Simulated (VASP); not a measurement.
A run of VASP 6.6.1 is set up as follows.

The input INCAR:

```
SYSTEM = Mo3HS6
ALGO = Normal
DIPOL = 0.5 0.5 0.475
EDIFF = 1E-6
ENCUT = 520
GGA = PS
IDIPOL = 3
ISIF = 2
ISMEAR = 0
LASPH = .True.
LCHARG = .True.
LDIPOL = .True.
LELF = .True.
LREAL = .False.
LVACPOTAV = .True.
LVHAR = .True.
LWAVE = .False.
NBANDS = 50
NELM = 80
PREC = Accurate
SIGMA = 0.1
```

The input KPOINTS:

```
k-points
0
Gamma
  10 5 1
  0 0 0
```

POSCAR

```
Mo3HS6
1.0
    3.1204068985      0.0000000000      0.0000000000
   -1.5602034492      6.1523257957      0.0000000000
    0.0000000000      0.0000000000     25.6597815141
S Mo H
6 3 1
Direct
    0.8927216587      0.7854433174      0.3312576919
    0.1715891272      0.3431782543      0.3824398182
    0.4248770516      0.8497541032      0.4354374436
    0.7047428115      0.4094654124      0.4861970894
    0.9628665561      0.9257405526      0.5411345583
    0.1730160878      0.3460381128      0.6172031673
    0.5321553930      0.0643107859      0.3568487551
    0.0634283179      0.1268429315      0.4560351157
    0.6028601598      0.2057221030      0.5588565878
    0.1730160878      0.8460381128      0.5828857629
```

Potentials or basis: VASP PAW PBE potentials, release 64 (S, Mo_sv, H).

Command:

```sh
$ cat potpaw_PBE.64/S/POTCAR potpaw_PBE.64/Mo_sv/POTCAR potpaw_PBE.64/H/POTCAR > POTCAR
$ mpirun -np 1 vasp_std > vasp.out
```

Problem. What does it give for the band gap on the k mesh?

Solution. Zero (an odd number of electrons rules out a gap without spin polarisation).

Problem. Predict the largest force.

Solution. 3.985 eV/Å.

Forces in eV/Å, atoms in the order of the input:
```
S    0.089  1.551 -0.566
S   -0.095  0.768 -1.020
S    0.097  0.153 -1.287
S    0.181  0.354 -0.160
S   -0.436 -1.091  0.588
S    0.176 -0.065 -0.179
Mo  -0.052 -2.926  2.705
Mo   0.054  0.687 -0.245
Mo  -0.032  0.650  0.191
H    0.018 -0.082 -0.027
```

Caveat: the PAW data sets were made with another functional, which shifts forces and pressure a little.
